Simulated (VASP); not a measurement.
Write the native input for VASP 6.6.1 that does the following.

```
Task                   : relaxation of shape and atoms at fixed volume
Functional             : PBEsol
Potentials or basis    : VASP PAW PBE potentials, release 64 (Mo_sv, Si)
Cutoff                 : 600 eV
k mesh                 : 14 × 14 × 14
Occupations            : fermi-dirac, width 0.05 eV
Spin                   : no spin polarisation
Dipole correction      : no
Further INCAR settings : ALGO = Normal; EDIFF = 1e-06; IBRION = 2; EDIFFG = -0.005; NSW = 50; ISIF = 4
```

The structure of Si2Mo (MoSi2 type) lies in POSCAR:

```
Si2Mo
1.0
   -1.5284442496      1.5284442496      3.7470795157
    1.5284442496     -1.5284442496      3.7470795157
    1.5284442496      1.5284442496     -3.7470795157
Mo Si
1 2
Direct
    0.0000000000      0.0000000000      0.0000000000
    0.3350738262      0.3350738262      0.0000000000
   -0.3350738262     -0.3350738262      0.0000000000
```

The input as run:

INCAR

```
SYSTEM = Si2Mo
ALGO = Normal
EDIFF = 1E-6
EDIFFG = -0.005
ENCUT = 600
GGA = PS
IBRION = 2
ISIF = 4
ISMEAR = -1
LASPH = .True.
LCHARG = .False.
LREAL = .False.
LWAVE = .False.
NELM = 100
NSW = 50
PREC = Accurate
SIGMA = 0.05
```

KPOINTS

```
k-points
0
Gamma
  14 14 14
  0 0 0
```

Potentials or basis: VASP PAW PBE potentials, release 64 (Mo_sv, Si).

Run with:

```sh
$ cat potpaw_PBE.64/Mo_sv/POTCAR potpaw_PBE.64/Si/POTCAR > POTCAR
$ mpirun -np 1 vasp_std > vasp.out
```

Results of the run:

| Quantity | Value |
| --- | --- |
| Energy gained by relaxing | 2.7 meV/atom |
| Ionic steps | 5 |
| Pressure after relaxing | 37.5 GPa |
| Band gap on the k mesh | zero (bands 11 and 12 overlap by 1.07 eV) |

Caveat: the PAW data sets were made with another functional, which shifts forces and pressure a little.

Wall time 15 min on 1 thread of Oxide Virtual Turin-like Processor, with other jobs on the host, peak memory 0.3 GiB.
